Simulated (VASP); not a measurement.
# BN (P6_3/mmc) in VASP: a series of runs

Aim: see how the results for BN move with the level of theory and the settings. Levels: PBE, r2SCAN. Tasks: single point.

Everything below comes from runs of VASP 6.6.1. Logs are shortened: lines on timing, memory, paths and dates and some standing lists are left out, and cuts for length are marked.

### Step 1. The cell of the first run

Symmetry: P6_3/mmc, No. 194, hexagonal system. Conventional cell: a = 2.561 Å, b = 2.561 Å, c = 8.491 Å, α = 90.00°, β = 90.00°, γ = 120.00°. Within 2.0 Å of B (site symmetry -6m2) lie 3 N at 1.48 Å. Within 2.0 Å of N (site symmetry -6m2) lie 3 B at 1.48 Å.

### Step 2. Single point, PBE (volume changed by +6%)

INCAR

```
PREC = Accurate
ENCUT = 520
EDIFF = 1E-6
ISMEAR = 0
SIGMA = 0.01
LREAL = False
LASPH = True
NELM = 60
ALGO = Normal
ISIF = 2
LWAVE = False
LCHARG = False
GGA = PE
NBANDS = 16
```

KPOINTS

```
regular mesh
0
Gamma
  9 9 4
```

POSCAR

```
BN
1.0
    2.5614372405      0.0000000000      0.0000000000
   -1.2807186202      2.2182697205      0.0000000000
    0.0000000000      0.0000000000      8.4905497620
B N
2 2
Direct
    0.3333333333      0.6666666667      0.2500000000
    0.6666666667      0.3333333333      0.7500000000
    0.6666666667      0.3333333333      0.2500000000
    0.3333333333      0.6666666667      0.7500000000
```

Potentials or basis: VASP PAW PBE potentials, release 64 (B, N).

Command:

```sh
$ cat potpaw_PBE.64/B/POTCAR potpaw_PBE.64/N/POTCAR > POTCAR
$ mpirun -np 1 vasp_std > vasp.out
```

OUTCAR:

```text
PREC = Accurate
   ENCUT = 520
   EDIFF = 1E-6
   ISMEAR = 0
   LREAL = False
   LASPH = True
   NELM = 60
   ISIF = 2
   GGA = PE

 ion  position               nearest neighbor table
   1  0.333  0.667  0.250-   3 1.48   3 1.48   3 1.48
   2  0.667  0.333  0.750-   4 1.48   4 1.48   4 1.48
   3  0.667  0.333  0.250-   1 1.48   1 1.48   1 1.48
   4  0.333  0.667  0.750-   2 1.48   2 1.48   2 1.48

  LATTYP: Found a hexagonal cell.
 ALAT       =     2.5614372405
 C/A-ratio  =     3.3147600213

  Lattice vectors:

 A1 = (   2.5614372405,   0.0000000000,   0.0000000000)
 A2 = (  -1.2807186202,   2.2182697205,   0.0000000000)
 A3 = (   0.0000000000,   0.0000000000,   8.4905497620)

Analysis of symmetry for initial positions (statically):
=====================================================================
 Subroutine PRICEL returns:
 Original cell was already a primitive cell.

 Routine SETGRP: Setting up the symmetry group for a
 hexagonal supercell.

 Subroutine GETGRP returns: Found 24 space group operations
 (whereof 12 operations were pure point group operations)
 out of a pool of 24 trial point group operations.

The static configuration has the point symmetry D_3d.
 The point group associated with its full space group is D_6h.

Analysis of symmetry for dynamics (positions and initial velocities):
=====================================================================
 Subroutine PRICEL returns:
 Original cell was already a primitive cell.

 Routine SETGRP: Setting up the symmetry group for a
 hexagonal supercell.

 Subroutine GETGRP returns: Found 24 space group operations
 (whereof 12 operations were pure point group operations)
 out of a pool of 24 trial point group operations.

The dynamic configuration has the point symmetry D_3d.
 The point group associated with its full space group is D_6h.

 Subroutine INISYM returns: Found 24 space group operations
 (whereof 12 operations are pure point group operations),
 and found     1 'primitive' translations

----------------------------------------------------------------------------------------

                                     Primitive cell

  volume of cell :      48.2430

  direct lattice vectors                    reciprocal lattice vectors
     2.561437241  0.000000000  0.000000000     0.390405818  0.225400904  0.000000000
    -1.280718620  2.218269720  0.000000000     0.000000000  0.450801808  0.000000000
     0.000000000  0.000000000  8.490549762     0.000000000  0.000000000  0.117778004

  length of vectors
     2.561437241  2.561437240  8.490549762     0.450801808  0.450801808  0.117778004

  position of ions in fractional coordinates (direct lattice)
     0.333333333  0.666666667  0.250000000
     0.666666667  0.333333333  0.750000000
     0.666666667  0.333333333  0.250000000
     0.333333333  0.666666667  0.750000000

  ion indices of the primitive-cell ions
   primitive index   ion index
                 1           1
                 2           2
                 3           3
                 4           4

----------------------------------------------------------------------------------------

 KPOINTS: regular mesh

Automatic generation of k-mesh.
 Grid dimensions read from file:
 generate k-points for:    9    9    4

 Generating k-lattice:

  Cartesian coordinates                     Fractional coordinates (reciprocal lattice)
     0.043378424  0.025044545  0.000000000     0.111111111 -0.000000000  0.000000000
     0.000000000  0.050089090  0.000000000     0.000000000  0.111111111  0.000000000
     0.000000000  0.000000000  0.029444501     0.000000000  0.000000000  0.250000000

  Length of vectors
     0.050089090  0.050089090  0.029444501

  Shift w.r.t. Gamma in fractional coordinates (k-lattice)
     0.000000000  0.000000000  0.000000000

 Subroutine IBZKPT returns following result:
 ===========================================

 Found     36 irreducible k-points:

 Following reciprocal coordinates:
            Coordinates               Weight
  0.000000  0.000000  0.000000      1.000000
  0.111111 -0.000000  0.000000      6.000000
  0.222222 -0.000000  0.000000      6.000000
  0.333333  0.000000  0.000000      6.000000
  0.444444 -0.000000  0.000000      6.000000
  0.111111  0.111111  0.000000      6.000000
[... 16 lines left out ...]
  0.333333  0.222222  0.250000     24.000000
  0.333333  0.333333  0.250000      4.000000
 [... further k-points ...]
   k-points           NKPTS =     36   k-points in BZ     NKDIM =     36   number of bands    NBANDS=     16
   number of dos      NEDOS =    301   number of ions     NIONS =      4
   total plane-waves  NPLWV =  25600
   dimension x,y,z NGX =    20 NGY =   20 NGZ =   64
   dimension x,y,z NGXF=    40 NGYF=   40 NGZF=  128
   ions per type =               2   2
   NGX,Y,Z   is equivalent  to a cutoff of  12.98, 12.98, 12.53 a.u.
   NGXF,Y,Z  is equivalent  to a cutoff of  25.96, 25.96, 25.06 a.u.
 SYSTEM =  unknown system
   PREC   = accura    normal or accurate (medium, high low for compatibility)
   ISTART =      0    job   : 0-new  1-cont  2-samecut
   ICHARG =      2    charge: 1-file 2-atom 10-const
   ISPIN  =      1    spin polarized calculation?
   LNONCOLLINEAR =      F non collinear calculations
   LSORBIT =      F    spin-orbit coupling
   LASPH  =      T    aspherical Exc in radial PAW
   ENCUT  =  520.0 eV  38.22 Ry    6.18 a.u.   4.76  4.76 15.79*2*pi/ulx,y,z
   NELM   =     60;   NELMIN=  2; NELMDL= -5     # of ELM steps
   EDIFF  = 0.1E-05   stopping-criterion for ELM
   LREAL  =      F    real-space projection
   EDIFFG = 0.1E-04   stopping-criterion for IOM
   NSW    =      0    number of steps for IOM
   IBRION =     -1    ionic relax: 0-MD 1-quasi-New 2-CG
   NFREE  =      0    steps in history (QN), initial steepest desc. (CG)
   ISIF   =      2    stress and relaxation
   ISYM   =      2    0-nonsym 1-usesym 2-fastsym
   POTIM  = 0.5000    time-step for ionic-motion
   TEBEG  =    0.0;   TEEND  =   0.0 temperature during run
   PSTRESS=    0.0 pullay stress
   NELECT =      16.0000    total number of electrons
   NUPDOWN=      -1.0000    fix difference up-down
   EMIN   =  10.00;   EMAX   =-10.00  energy-range for DOS
   EFERMI =   0.00;   METHOD = LEGACY
   ISMEAR =     0;   SIGMA  =   0.01  broadening in eV -4-tet -1-fermi 0-gaus
   EFERMI_NEDOS =   21; number of points for ismear=-14 and -15
   IALGO  =     38    algorithm
   IMIX   =      4    mixing-type and parameters
     AMIX     =   0.40;   BMIX     =  1.00
     AMIX_MAG =   1.60;   BMIX_MAG =  1.00
  volume/ion in A,a.u.               =      12.06        81.39
  Fermi-wavevector in a.u.,A,eV,Ry     =   1.133192  2.141423 17.471572  1.284124
  Thomas-Fermi vector in A             =   2.269894
   LORBIT       =      0    0 simple, 1 ext, 2 COOP (PROOUT), +10 PAW based schemes
   GGA     = PE    functional components
   LHFCALC =     F    Hartree Fock is set to
   AEXX    =    0.0000 exact exchange contribution
   IVDW    =     0    specifies the selected vdW correction
   LEPSILON=     F    determine dielectric tensor
   LRPA    =     F    only Hartree local field effects (RPA)
 non-spin polarized calculation
 Gauss-broadening in eV      SIGMA  =   0.01
  energy-cutoff  :      520.00
  volume of cell :       48.24
 maximum number of plane-waves:      1316
 NGX is ok and might be reduce to    20
   NGX =  9   NGY =  9   NGZ = 31

 number of electron      16.0000000 magnetization

 Free energy of the ion-electron system (eV)
  ---------------------------------------------------
  ext. energy  EPLUGINS =         0.00000000
  ---------------------------------------------------
  free energy    TOTEN  =       -35.12171776 eV

  energy without entropy =      -35.12171776  energy(sigma->0) =      -35.12171776

 E-fermi :   0.4339     XC(G=0):  -8.3795

 val. band max:        0.2853976920   @ k =   0.3333   0.3333   0.5000
 cond. band min:       4.6770200418   @ k =   0.0000   0.0000   0.0000
 fundamental gap:      4.3916223497
 Fermi energy:         0.4339116826

 k-point     1 :       0.0000    0.0000    0.0000
  band No.  band energies     occupation
      1     -17.0026      2.00000
      2     -16.9671      2.00000
      3      -4.8919      2.00000
      4      -4.3337      2.00000
      5      -1.1264      2.00000
      6      -1.1264      2.00000
[... 8 lines left out ...]
     15      11.3286      0.00000
     16      12.0049      0.00000

 k-point     2 :       0.1111   -0.0000    0.0000
  band No.  band energies     occupation
      1     -16.7772      2.00000
      2     -16.7430      2.00000
      3      -4.5858      2.00000
      4      -4.0400      2.00000
      5      -2.0606      2.00000
      6      -2.0558      2.00000
[... 8 lines left out ...]
     15      12.2779      0.00000
     16      12.2921      0.00000

 k-point     3 :       0.2222   -0.0000    0.0000
  band No.  band energies     occupation
      1     -16.1266      2.00000
      2     -16.0963      2.00000
      3      -4.1675      2.00000
      4      -4.1618      2.00000
      5      -3.6936      2.00000
      6      -3.1886      2.00000
[... 8 lines left out ...]
     15      12.5370      0.00000
     16      14.7397      0.00000

 k-point     4 :       0.3333    0.0000    0.0000
  band No.  band energies     occupation
      1     -15.1635      2.00000
      2     -15.1398      2.00000
      3      -6.4484      2.00000
      4      -6.4422      2.00000
      5      -3.2271      2.00000
      6      -3.2222      2.00000
[... 8 lines left out ...]
     15      14.1446      0.00000
     16      17.0892      0.00000
[... 324 lines left out ...]
 k-point    22 :       0.2222    0.2222    0.2500
  band No.  band energies     occupation
      1     -14.6465      2.00000
      2     -14.6326      2.00000
      3      -6.6069      2.00000
      4      -6.6022      2.00000
      5      -4.8428      2.00000
      6      -4.8377      2.00000
[... 8 lines left out ...]
     15      13.4417      0.00000
     16      14.3786      0.00000

 k-point    23 :       0.3333    0.2222    0.2500
  band No.  band energies     occupation
      1     -13.8732      2.00000
      2     -13.8668      2.00000
      3      -7.6024      2.00000
      4      -7.5952      2.00000
      5      -5.6828      2.00000
      6      -5.6778      2.00000
[... 8 lines left out ...]
     15      14.5177      0.00000
     16      15.0508      0.00000

 k-point    24 :       0.3333    0.3333    0.2500
  band No.  band energies     occupation
      1     -13.5718      2.00000
      2     -13.5718      2.00000
      3      -7.2541      2.00000
      4      -7.2403      2.00000
      5      -6.7950      2.00000
      6      -6.7950      2.00000
[... 8 lines left out ...]
     15      15.0569      0.00000
     16      16.2916      0.00000

 [... further k-points ...]

------------------------ aborting loop because EDIFF is reached ----------------------------------------

  FORCE on cell =-STRESS in cart. coord.  units (eV):
  Direction    XX          YY          ZZ          XY          YZ          ZX
  --------------------------------------------------------------------------------------
  -------------------------------------------------------------------------------------
  Total       -4.4475170     -4.4475170     -0.0280565     -0.0000000     -0.0000000      0.0000000
  in kB     -147.7047013   -147.7047014     -0.9317723     -0.0000000     -0.0000000      0.0000000
  external PRESSURE =     -98.7803917 kB  Pullay stress =       0.0000000 kB

 VOLUME and BASIS-vectors are now :
 -----------------------------------------------------------------------------
  energy-cutoff  :      520.00
  volume of cell :       48.24
      direct lattice vectors                 reciprocal lattice vectors
     2.561437241  0.000000000  0.000000000     0.390405818  0.225400904  0.000000000
    -1.280718620  2.218269720  0.000000000     0.000000000  0.450801808  0.000000000
     0.000000000  0.000000000  8.490549762     0.000000000  0.000000000  0.117778004

 POSITION                                       TOTAL-FORCE (eV/Angst)
 -----------------------------------------------------------------------------------
     -0.00000      1.47885      2.12264        -0.000000      0.000000      0.000000
      1.28072      0.73942      6.36791         0.000000     -0.000000      0.000000
      1.28072      0.73942      2.12264         0.000000      0.000000      0.000000
     -0.00000      1.47885      6.36791        -0.000000      0.000000      0.000000
 -----------------------------------------------------------------------------------
    total drift:                                0.000000     -0.000000      0.000000

  FREE ENERGIE OF THE ION-ELECTRON SYSTEM (eV)
  ---------------------------------------------------
  free  energy   TOTEN  =       -35.1217177615 eV

  energy  without entropy=      -35.1217177615  energy(sigma->0) =      -35.12171776
```

It took 39 s on 1 thread of AMD EPYC 7R13, shared host; peak memory 0.14 GiB.

What came out:

```yaml
Free_energy: -35.1217 eV
Pressure: -9.9 GPa
Band_gap_on_the_k_mesh: 4.39 eV, indirect (least direct gap 4.51 eV)
```

Levels at points of the mesh, in eV from the valence-band top:
| k point | band 5 | band 6 | band 7 | band 8 | band 9 | band 10 | band 11 | band 12 |
| --- | --- | --- | --- | --- | --- | --- | --- | --- |
| (0.00, 0.00, 0.00) | -1.41 | -1.41 | -1.41 | -1.41 | 4.39 | 7.62 | 9.41 | 11.03 |
| (0.00, 0.00, 0.50) | -1.41 | -1.41 | -1.41 | -1.41 | 5.61 | 5.61 | 10.92 | 10.92 |

Caveat: this functional lacks dispersion, which binds the layers, so the pressure and a relaxed spacing across them are unreliable.

[end of part 1 of 2]
